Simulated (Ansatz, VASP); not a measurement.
Two plane-wave programs on CuI2

The input INCAR:

```
ALGO = Normal
EDIFF = 1E-8
ENCUT = 520
GGA = PE
ISIF = 2
ISMEAR = -1
LASPH = True
LCHARG = False
LEFG = True
LREAL = False
LWAVE = False
NBANDS = 20
NELM = 100
PREC = Accurate
SIGMA = 0.03
```

The input KPOINTS:

```
k-points
0
Gamma
  12 12 12
```

File POSCAR:

```
CuI2
1.0
    0.0000000000      3.5859968085      3.5859968085
    3.5859968085      0.0000000000      3.5859968085
    3.5859968085      3.5859968085      0.0000000000
Cu I
1 2
Direct
    0.0000000000      0.0000000000      0.0000000000
    0.2500000000      0.2500000000      0.2500000000
    0.7500000000      0.7500000000      0.7500000000
```

Input for Ansatz:

```yaml
crystal:
  lattice:
    - [0.0, 3.5859968085, 3.5859968085]
    - [3.5859968085, 0.0, 3.5859968085]
    - [3.5859968085, 3.5859968085, 0.0]
  atoms:
    - { symbol: Cu, position: [0.0, 0.0, 0.0] }
    - { symbol: I, position: [0.25, 0.25, 0.25] }
    - { symbol: I, position: [0.75, 0.75, 0.75] }
kpoints:
  mp_grid: { grid: [12, 12, 12] }
  band_path:
    path:
      - [0.0, 0.0, 0.0]
      - [0.5, 0.0, 0.5]
      - [0.625, 0.25, 0.625]
      - [0.375, 0.375, 0.75]
      - [0.0, 0.0, 0.0]
      - [0.5, 0.5, 0.5]
      - [0.5, 0.25, 0.75]
      - [0.5, 0.0, 0.5]
    npoints: 8
scf:
  occupations: { method: fermi_dirac, width: 0.03 }
hamiltonian:
  xc: pbe
  pseudopotentials: { kind: paw }
output:
  forces: true
  stress: true
  eigenvalues: true
  efg: { contact_densities: true }
  populations: true
  bader: true
  dos: { projected: true, de: 0.2, e_range: [-14, 8] }
```

Alike in both runs: task electric field gradients; functional PBE; k mesh 12 × 12 × 12; occupations fermi-dirac, width 0.03 eV; no spin polarisation.

```csv
,VASP,Ansatz
version,VASP 6.6.1,Ansatz 0.2.0
potentials or method,"VASP PAW PBE potentials, release 64 (Cu, I)","PAW with Ansatz's default frozen-core files, scalar-relativistic"
plane-wave cutoff (eV),520,420
valence electrons in the cell,25,53
```

```csv
,VASP,Ansatz,Ansatz less VASP
pressure (GPa),0.0,0.0,+0.01
```

VASP's potentials hold 25 valence electrons a cell and Ansatz's 53, so a difference there can come from the potentials and not from the codes.

Spin-orbit coupling is off throughout.
